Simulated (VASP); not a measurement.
# Ni (P6_3/mmc) in VASP: single point with r2SCAN+D4

Aim: the single point of Ni with r2SCAN+D4.

Program: VASP 6.6.1. These are calculated values, not measurements. Logs are shortened: lines on timing, memory, paths and dates and some standing lists are left out, and cuts for length are marked.

**1. The cell of the first run**

Symmetry: P6_3/mmc, No. 194, hexagonal system. Conventional cell: a = 2.436 Å, b = 2.436 Å, c = 4.075 Å, α = 90.00°, β = 90.00°, γ = 120.00°. Ni (site symmetry -6m2) has 12 Ni at 2.44 to 2.48 Å within 3.2 Å.

This isn't the form of Ni at room conditions, which is fcc.

**2. Single point, r2SCAN+D4, collinear spin, ferromagnetic start**

Input file POSCAR:

```
Ni
1.0
    2.4360441760      0.0000000000      0.0000000000
   -1.2180220880      2.1096761412      0.0000000000
    0.0000000000      0.0000000000      4.0747296248
Ni
2
Direct
    0.3333333333      0.6666666667      0.2500000000
    0.6666666667      0.3333333333      0.7500000000
```

Input file INCAR.step1:

```
ALGO = Normal
EDIFF = 1E-5
ENCUT = 760
GGA = PE
GGA_COMPAT = F
ISMEAR = -1
ISPIN = 2
LASPH = T
LCHARG = F
LMAXMIX = 4
LREAL = F
LWAVE = T
MAGMOM = 1.5 1.5
NBANDS = 29
NELM = 200
PREC = Accurate
SIGMA = 0.05
```

Input file INCAR.step2:

```
ALGO = Normal
EDIFF = 1E-6
ENCUT = 760
GGA_COMPAT = F
ISIF = 2
ISMEAR = -1
ISPIN = 2
ISTART = 1
IVDW = 13
LASPH = T
LCHARG = F
LMAXMIX = 4
LMIXTAU = T
LORBIT = 11
LREAL = F
LWAVE = F
MAGMOM = 1.5 1.5
METAGGA = R2SCAN
NBANDS = 29
NELM = 200
PREC = Accurate
SIGMA = 0.05
VDW_A1 = 0.51559235
VDW_A2 = 5.77342911
VDW_S6 = 1.0
VDW_S8 = 0.6018749
```

Input file KPOINTS:

```
k-points
0
Gamma
  8 8 4
```

Potentials or basis: VASP PAW PBE potentials, release 64 (Ni_sv_GW).

Launch:

```
> cat potpaw_PBE.64/Ni_sv_GW/POTCAR > POTCAR
> cp INCAR.step1 INCAR
> mpirun -np 1 vasp_std > vasp.out
> cp INCAR.step2 INCAR
> mpirun -np 1 vasp_std > vasp.out
```

OUTCAR:

```text
EDIFF = 1E-6
   ENCUT = 760
   ISIF = 2
   ISMEAR = -1
   ISPIN = 2
   ISTART = 1
   IVDW = 13
   LASPH = T
   LORBIT = 11
   LREAL = F
   METAGGA = R2SCAN
   NELM = 200
   PREC = Accurate

 ion  position               nearest neighbor table
   1  0.333  0.667  0.250-   2 2.48   2 2.48   2 2.48   2 2.48   2 2.48   2 2.48
   2  0.667  0.333  0.750-   1 2.48   1 2.48   1 2.48   1 2.48   1 2.48   1 2.48

  LATTYP: Found a hexagonal cell.
 ALAT       =     2.4360441760
 C/A-ratio  =     1.6726829772

  Lattice vectors:

 A1 = (   2.4360441760,   0.0000000000,   0.0000000000)
 A2 = (  -1.2180220880,   2.1096761412,   0.0000000000)
 A3 = (   0.0000000000,   0.0000000000,   4.0747296248)

Analysis of symmetry for initial positions (statically):
=====================================================================
 Subroutine PRICEL returns:
 Original cell was already a primitive cell.

 Routine SETGRP: Setting up the symmetry group for a
 hexagonal supercell.

 Subroutine GETGRP returns: Found 24 space group operations
 (whereof 12 operations were pure point group operations)
 out of a pool of 24 trial point group operations.

The static configuration has the point symmetry D_3d.
 The point group associated with its full space group is D_6h.

Analysis of symmetry for dynamics (positions and initial velocities):
=====================================================================
 Subroutine PRICEL returns:
 Original cell was already a primitive cell.

 Routine SETGRP: Setting up the symmetry group for a
 hexagonal supercell.

 Subroutine GETGRP returns: Found 24 space group operations
 (whereof 12 operations were pure point group operations)
 out of a pool of 24 trial point group operations.

The dynamic configuration has the point symmetry D_3d.
 The point group associated with its full space group is D_6h.

Analysis of structural, dynamic, and magnetic symmetry:
=====================================================================
 Subroutine PRICEL returns:
 Original cell was already a primitive cell.

 Routine SETGRP: Setting up the symmetry group for a
 hexagonal supercell.

 Subroutine GETGRP returns: Found 24 space group operations
 (whereof 12 operations were pure point group operations)
 out of a pool of 24 trial point group operations.

The overall configuration has the point symmetry D_3d.
 The point group associated with its full space group is D_6h.

 Subroutine INISYM returns: Found 24 space group operations
 (whereof 12 operations are pure point group operations),
 and found     1 'primitive' translations

----------------------------------------------------------------------------------------

                                     Primitive cell

  volume of cell :      20.9411

  direct lattice vectors                    reciprocal lattice vectors
     2.436044176  0.000000000  0.000000000     0.410501587  0.237003202  0.000000000
    -1.218022088  2.109676141  0.000000000     0.000000000  0.474006403  0.000000000
     0.000000000  0.000000000  4.074729625     0.000000000  0.000000000  0.245415056

  length of vectors
     2.436044176  2.436044176  4.074729625     0.474006403  0.474006403  0.245415056

  position of ions in fractional coordinates (direct lattice)
     0.333333333  0.666666667  0.250000000
     0.666666667  0.333333333  0.750000000

  ion indices of the primitive-cell ions
   primitive index   ion index
                 1           1
                 2           2

----------------------------------------------------------------------------------------

 KPOINTS: k-points

Automatic generation of k-mesh.
 Grid dimensions read from file:
 generate k-points for:    8    8    4

 Generating k-lattice:

  Cartesian coordinates                     Fractional coordinates (reciprocal lattice)
     0.051312698  0.029625400  0.000000000     0.125000000 -0.000000000  0.000000000
     0.000000000  0.059250800  0.000000000     0.000000000  0.125000000  0.000000000
     0.000000000  0.000000000  0.061353764     0.000000000  0.000000000  0.250000000

  Length of vectors
     0.059250800  0.059250800  0.061353764

  Shift w.r.t. Gamma in fractional coordinates (k-lattice)
     0.000000000  0.000000000  0.000000000

 Subroutine IBZKPT returns following result:
 ===========================================

 Found     30 irreducible k-points:

 Following reciprocal coordinates:
            Coordinates               Weight
  0.000000  0.000000  0.000000      1.000000
  0.125000 -0.000000  0.000000      6.000000
  0.250000 -0.000000  0.000000      6.000000
  0.375000 -0.000000  0.000000      6.000000
  0.500000 -0.000000  0.000000      3.000000
  0.125000  0.125000  0.000000      6.000000
[... 16 lines left out ...]
  0.250000 -0.000000  0.500000      6.000000
  0.375000 -0.000000  0.500000      6.000000
 [... further k-points ...]
   k-points           NKPTS =     30   k-points in BZ     NKDIM =     30   number of bands    NBANDS=     29
   number of dos      NEDOS =    301   number of ions     NIONS =      2
   total plane-waves  NPLWV =  23040
   dimension x,y,z NGX =    24 NGY =   24 NGZ =   40
   dimension x,y,z NGXF=    48 NGYF=   48 NGZF=   80
   ions per type =               2
   NGX,Y,Z   is equivalent  to a cutoff of  16.38, 16.38, 16.32 a.u.
   NGXF,Y,Z  is equivalent  to a cutoff of  32.76, 32.76, 32.64 a.u.
 SYSTEM =  unknown system
   PREC   = accura    normal or accurate (medium, high low for compatibility)
   ISTART =      1    job   : 0-new  1-cont  2-samecut
   ICHARG =      0    charge: 1-file 2-atom 10-const
   ISPIN  =      2    spin polarized calculation?
   LNONCOLLINEAR =      F non collinear calculations
   LSORBIT =      F    spin-orbit coupling
   LASPH  =      T    aspherical Exc in radial PAW
   ENCUT  =  760.0 eV  55.86 Ry    7.47 a.u.   5.48  5.48  9.16*2*pi/ulx,y,z
   NELM   =    200;   NELMIN=  2; NELMDL=  0     # of ELM steps
   EDIFF  = 0.1E-05   stopping-criterion for ELM
   LREAL  =      F    real-space projection
   EDIFFG = 0.1E-04   stopping-criterion for IOM
   NSW    =      0    number of steps for IOM
   IBRION =     -1    ionic relax: 0-MD 1-quasi-New 2-CG
   NFREE  =      0    steps in history (QN), initial steepest desc. (CG)
   ISIF   =      2    stress and relaxation
   ISYM   =      2    0-nonsym 1-usesym 2-fastsym
   POTIM  = 0.5000    time-step for ionic-motion
   TEBEG  =    0.0;   TEEND  =   0.0 temperature during run
   PSTRESS=    0.0 pullay stress
   NELECT =      36.0000    total number of electrons
   NUPDOWN=      -1.0000    fix difference up-down
   EMIN   =  10.00;   EMAX   =-10.00  energy-range for DOS
   EFERMI =   0.00;   METHOD = LEGACY
   ISMEAR =    -1;   SIGMA  =   0.05  broadening in eV -4-tet -1-fermi 0-gaus
   EFERMI_NEDOS =   21; number of points for ismear=-14 and -15
   IALGO  =     38    algorithm
   IMIX   =      4    mixing-type and parameters
     AMIX     =   0.40;   BMIX     =  1.00
     AMIX_MAG =   1.60;   BMIX_MAG =  1.00
  volume/ion in A,a.u.               =      10.47        70.66
  Fermi-wavevector in a.u.,A,eV,Ry     =   1.961142  3.706021 52.329077  3.846079
  Thomas-Fermi vector in A             =   2.986128
   LORBIT       =     11    0 simple, 1 ext, 2 COOP (PROOUT), +10 PAW based schemes
   METAGGA = R2SCAN    functional components
   LHFCALC =     F    Hartree Fock is set to
   AEXX    =    0.0000 exact exchange contribution
   IVDW    =    13    specifies the selected vdW correction
   LEPSILON=     F    determine dielectric tensor
   LRPA    =     F    only Hartree local field effects (RPA)
 spin polarized calculation
  energy-cutoff  :      760.00
  volume of cell :       20.94
 maximum number of plane-waves:      1026
 NGX is ok and might be reduce to    24
   NGX = 11   NGY = 11   NGZ = 19

 number of electron      35.9999981 magnetization       1.5099947

 Free energy of the ion-electron system (eV)
  ---------------------------------------------------
  ext. energy  EPLUGINS =         0.00000000
  ---------------------------------------------------
  free energy    TOTEN  =       -25.73533772 eV

  energy without entropy =      -25.71135924  energy(sigma->0) =      -25.72334848

 E-fermi :   8.2755     XC(G=0): -15.3875

 val. band max:        8.2708182139   @ k =   0.3750  -0.0000   0.5000
 cond. band min:       8.2903269136   @ k =   0.3750  -0.0000   0.2500
 fundamental gap:      0.0195086997
 Fermi energy:         8.2754837379

 spin component 1

 k-point     1 :       0.0000    0.0000    0.0000
  band No.  band energies     occupation
      1     -99.5833      1.00000
      2     -99.5470      1.00000
      3     -58.5006      1.00000
      4     -58.4123      1.00000
      5     -58.4123      1.00000
      6     -58.3811      1.00000
[... 21 lines left out ...]
     28      35.8983      0.00000
     29      39.3653      0.00000
[... 705 lines left out ...]
 k-point    24 :       0.3750   -0.0000    0.5000
  band No.  band energies     occupation
      1     -99.5398      1.00000
      2     -99.5398      1.00000
      3     -58.5896      1.00000
      4     -58.5896      1.00000
      5     -58.4405      1.00000
      6     -58.4405      1.00000
[... 21 lines left out ...]
     28      31.2882      0.00000
     29      37.2889      0.00000

 [... further k-points ...]

 spin component 2

 k-point     1 :       0.0000    0.0000    0.0000
  band No.  band energies     occupation
      1     -98.2121      1.00000
      2     -98.1734      1.00000
      3     -57.2081      1.00000
      4     -57.0340      1.00000
      5     -57.0340      1.00000
      6     -57.0007      1.00000
[... 21 lines left out ...]
     28      36.1551      0.00000
     29      39.7243      0.00000
[... 705 lines left out ...]
 k-point    24 :       0.3750   -0.0000    0.5000
  band No.  band energies     occupation
      1     -98.1656      1.00000
      2     -98.1656      1.00000
      3     -57.2315      1.00000
      4     -57.2315      1.00000
      5     -57.0640      1.00000
      6     -57.0640      1.00000
[... 21 lines left out ...]
     28      31.4082      0.00000
     29      37.5711      0.00000

 [... further k-points ...]

------------------------ aborting loop because EDIFF is reached ----------------------------------------

  DFT-D4 for vdW energy calculation

  Edisp (eV):   -0.32298

  FORCE on cell =-STRESS in cart. coord.  units (eV):
  Direction    XX          YY          ZZ          XY          YZ          ZX
  --------------------------------------------------------------------------------------
  -------------------------------------------------------------------------------------
  Total      -0.10318    -0.10318    -0.06736    -0.00000     0.00000     0.00000
  in kB      -7.89430    -7.89430    -5.15330    -0.00000     0.00000     0.00000
  external pressure =       -6.98 kB  Pullay stress =        0.00 kB

 VOLUME and BASIS-vectors are now :
 -----------------------------------------------------------------------------
  energy-cutoff  :      760.00
  volume of cell :       20.94
      direct lattice vectors                 reciprocal lattice vectors
     2.436044176  0.000000000  0.000000000     0.410501587  0.237003202  0.000000000
    -1.218022088  2.109676141  0.000000000     0.000000000  0.474006403  0.000000000
     0.000000000  0.000000000  4.074729625     0.000000000  0.000000000  0.245415056

 POSITION                                       TOTAL-FORCE (eV/Angst)
 -----------------------------------------------------------------------------------
     -0.00000      1.40645      1.01868         0.000000      0.000000      0.000000
      1.21802      0.70323      3.05605        -0.000000      0.000000      0.000000
 -----------------------------------------------------------------------------------
    total drift:                               -0.000000      0.000000     -0.000000

  FREE ENERGIE OF THE ION-ELECTRON SYSTEM (eV)
  ---------------------------------------------------
  free  energy   TOTEN  =       -26.0583173799 eV

  energy  without entropy=      -26.0343389050  energy(sigma->0) =      -26.04632814

 total charge

# of ion       s       p       d       f       tot
--------------------------------------------------
    1        2.245   6.321   7.818   0.006  16.389
    2        2.245   6.321   7.818   0.006  16.389
--------------------------------------------------
tot          4.489  12.643  15.635   0.011  32.779

 magnetization (x)

# of ion       s       p       d       f       tot
--------------------------------------------------
    1       -0.001  -0.029   0.851  -0.000   0.820
    2       -0.001  -0.029   0.851  -0.000   0.820
--------------------------------------------------
tot         -0.002  -0.058   1.701  -0.001   1.641
```

It took 3 min on 1 thread of Intel Xeon Platinum 8375C at 2.90GHz (Ice Lake), shared host; peak memory 0.23 GiB.

What came out:

```
Free energy                                           : -26.0583 eV
Pressure                                              : -0.7 GPa
Net moment                                            : 1.51 μB per cell
Site moments                                          : Ni +0.82 μB
Valence electrons inside the program's atomic spheres : Ni 16.39
Dispersion energy per atom                            : -0.161 eV
```

Stress tensor (GPa, compression positive):
```
-0.79  0.00  0.00
 0.00 -0.79  0.00
 0.00  0.00 -0.52
```

Caveat: the k points lie up to 0.39 Å⁻¹ apart; the PAW data sets were made with another functional, which shifts forces and pressure a little.
